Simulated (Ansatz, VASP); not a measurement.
One calculation of Ca, two programs

File INCAR:

```
SYSTEM = Ca
  PREC = Accurate
  ENCUT = 600
  EDIFF = 1E-6
  ISMEAR = 0
  SIGMA = 0.1
  LREAL = .False.
  LASPH = .True.
  NELM = 60
  ALGO = Normal
  ISIF = 3
  LWAVE = .False.
  LCHARG = .False.
  GGA = PE
  IBRION = 2
  NSW = 90
  EDIFFG = -0.04
```

The input KPOINTS:

```
Automatic mesh
0
Gamma
  6 6 4
  0 0 0
```

POSCAR

```
Ca
1.0
    4.1646681100      0.0000000000      0.0000000000
   -2.0823340500      3.6067083800      0.0000000000
    0.0000000000      0.0000000000      6.1466771700
Ca
2
Direct
    0.0000000000      0.0000000000      0.2589133300
    0.0000000000      0.0000000000      0.7410866700
```

Input for Ansatz:

```yaml
crystal:
  lattice:
    - [4.16466811, 0.0, 0.0]
    - [-2.08233405, 3.60670838, 0.0]
    - [0.0, 0.0, 6.14667717]
  atoms:
    - { symbol: Ca, position: [0.0, 0.0, 0.25891333] }
    - { symbol: Ca, position: [0.0, 0.0, 0.74108667] }
basis:
  ecutwfc: 420
kpoints:
  mp_grid: { grid: [6, 6, 4] }
hamiltonian:
  xc: pbe
scf:
  occupations: { method: gaussian, width: 0.1 }
  lower_state_search: "off"
output:
  forces: true
  stress: true
  eigenvalues: true
relax:
  adjacent_minimum: "off"
  f_tol: 0.04
  max_steps: 70
  cell: { stress_tol: 0.4 }
```

Alike in both runs: task relaxation of cell and atoms; functional PBE; k mesh 6 × 6 × 4; occupations gaussian, width 0.1 eV; no spin polarisation.

|  | VASP | Ansatz |
| --- | --- | --- |
| version | VASP 6.6.1 | Ansatz 0.2.0 |
| potentials or method | VASP PAW PBE potentials, release 64 (Ca_sv), cutoff 600 eV | scalar-relativistic, plane waves, PAW |
| valence electrons in the cell | 20 | 20 |

|  | VASP | Ansatz | Ansatz less VASP |
| --- | --- | --- | --- |
| gap on the k mesh at the Fermi level, each at its own relaxed structure (eV) | none | none | - |
| relaxed volume (Å³/atom) | 42.13 | 41.79 | -0.346 |
| relaxed length of the cell vector where the two differ most in proportion (Å) | 3.742 | 3.732 | -0.0104 |

A gap of «none» marks a metal or a gap that the smearing closes.
